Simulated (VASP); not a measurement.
A run of VASP 6.6.1 is set up as follows.

Contents of INCAR:

```
SYSTEM = Hf
PREC     = Accurate       ! precision mode
ENCUT    = 520            ! plane-wave cutoff, eV
EDIFF    = 1E-8           ! SCF threshold, eV
ISMEAR   = -1             ! smearing method
SIGMA    = 0.05           ! smearing width, eV
LREAL    = .False.        ! projectors in reciprocal space
LASPH    = .True.         ! aspherical terms in the spheres
NELM     = 80             ! most SCF steps
ALGO     = Normal         ! electronic algorithm
ISIF     = 2              ! what is computed and relaxed
LWAVE    = .False.        ! write WAVECAR
LCHARG   = .False.        ! write CHGCAR
GGA      = PS             ! functional
LEFG     = .True.       
NBANDS   = 11             ! bands
```

File KPOINTS:

```
regular mesh
0
Gamma
  14 14 14
  0 0 0
```

POSCAR

```
Hf
1.0
   -1.8109967218      1.8109967218      1.8109967218
    1.8109967218     -1.8109967218      1.8109967218
    1.8109967218      1.8109967218     -1.8109967218
Hf
1
Direct
    0.0000000000      0.0000000000      0.0000000000
```

Potentials or basis: VASP PAW PBE potentials, release 64 (Hf_pv).

Launch:

```sh
$ cat potpaw_PBE.64/Hf_pv/POTCAR > POTCAR
$ mpirun -np 1 vasp_std > vasp.out
```

Q: What does it give for the band gap on the k mesh?

A: Zero (band 5 reaches 5.48 eV, above the bottom of band 6 at 3.31 eV).

Q: What does it give for the pressure?

A: -10.1 GPa.

Caveat: without QUAD_EFG the Cq values of the log hold for a quadrupole moment of 1 mb, not for the nuclei; the PAW data sets were made with another functional, which shifts forces and pressure a little; spin-orbit coupling is left out, which moves the levels of the heavy elements.
